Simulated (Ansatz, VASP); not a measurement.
# Two plane-wave programs on VO2

POSCAR

```
VO2
1.0
    4.5170000000      0.0000000000      0.0000000000
    0.0000000000      4.5170000000      0.0000000000
    0.0000000000      0.0000000000      2.8720000000
O V
4 2
Direct
    0.3000000000      0.3000000000      0.0000000000
    0.2000000000      0.8000000000      0.5000000000
    0.7000000000      0.7000000000      0.0000000000
    0.8000000000      0.2000000000      0.5000000000
    0.0000000000      0.0000000000      0.0000000000
    0.5000000000      0.5000000000      0.5000000000
```

INCAR.step1

```
SYSTEM = VO2
  PREC = Accurate
  ENCUT = 660
  ISMEAR = 0
  SIGMA = 0.05
  LREAL = .False.
  LASPH = .True.
  NELM = 200
  ISPIN = 2
  MAGMOM = 0 0 0 0 0.8 0.8
  LMAXMIX = 4
  LDAU = .True.
  LDAUTYPE = 2
  LDAUL = -1 2
  LDAUU = 0 3.25
  LDAUJ = 0 0
  NBANDS = 38
  GGA = PE
  ALGO = Normal
  EDIFF = 1E-5
  LWAVE = .True.
  LCHARG = .False.
  GGA_COMPAT = .False.
```

The input INCAR.step2:

```
SYSTEM = VO2
  PREC = Accurate
  ENCUT = 660
  EDIFF = 1E-6
  ISMEAR = 0
  SIGMA = 0.05
  LREAL = .False.
  LASPH = .True.
  NELM = 200
  ALGO = Normal
  ISIF = 2
  LWAVE = .False.
  LCHARG = .True.
  ISPIN = 2
  MAGMOM = 0 0 0 0 0.8 0.8
  LORBIT = 11
  LMAXMIX = 4
  LDAU = .True.
  LDAUTYPE = 2
  LDAUL = -1 2
  LDAUU = 0 3.25
  LDAUJ = 0 0
  LDAUPRINT = 1
  METAGGA = R2SCAN
  LMIXTAU = .True.
  LELF = .True.
  LVHAR = .True.
  NBANDS = 38
  ISTART = 1
  GGA_COMPAT = .False.
```

File KPOINTS:

```
Automatic mesh
0
Gamma
  4 4 7
  0 0 0
```

Input for Ansatz:

```yaml
crystal:
  lattice:
    - [4.517, 0.0, 0.0]
    - [0.0, 4.517, 0.0]
    - [0.0, 0.0, 2.872]
  atoms:
    - { symbol: O, position: [0.3, 0.3, 0.0] }
    - { symbol: O, position: [0.2, 0.8, 0.5] }
    - { symbol: O, position: [0.7, 0.7, 0.0] }
    - { symbol: O, position: [0.8, 0.2, 0.5] }
    - { symbol: V, position: [0.0, 0.0, 0.0], spin: 0.8 }
    - { symbol: V, position: [0.5, 0.5, 0.5], spin: 0.8 }
magnetization:
  spin_polarized: true
hamiltonian:
  xc: r2scan
  pseudopotentials: { kind: paw }
  hubbard: { sites: [{ species: V, l: d, u_eff: 3.25 }] }
basis:
  ecutwfc: 500
kpoints:
  mp_grid: { grid: [4, 4, 7] }
scf:
  occupations: { method: gaussian, width: 0.05 }
  lower_state_search: "off"
output:
  forces: true
  stress: true
```

Change from the starting cell: moments ++ scaled by 0.4, plain SCF.

Alike in both runs: task single point; functional r2SCAN; k mesh 4 × 4 × 7; occupations gaussian, width 0.05 eV; collinear spin; Hubbard terms V d U = 3.25 eV.

|  | VASP | Ansatz |
| --- | --- | --- |
| version | VASP 6.6.1 | Ansatz 0.2.0 |
| potentials or method | VASP PAW PBE potentials, release 64 (O, V_sv), cutoff 660 eV | PAW, plane waves, scalar-relativistic |
| valence electrons in the cell | 50 | 50 |

```csv
,VASP,Ansatz,Ansatz less VASP
gap on the k mesh at the Fermi level (eV),1.43,1.29,-0.143
pressure (GPa),9.3,5.4,-3.91
"traceless stress, the component that is largest in VASP (GPa)",11.67,11.46,-0.211
rms of the force components (eV/Å),0.150,0.128,-0.0215
net moment per atom (μB),0.33,0.33,0.000
size of the moment on the site where the two differ most (μB),1.07,0.88,-0.193
```

VASP's potentials were made for PBE, not for r2SCAN. Site moments also hang on the region over which each program counts them. The programs project onto different local orbitals, so the same U acts differently, and such runs can settle in different states. Atom by atom the forces differ by 0.021 eV/Å (rms over components).
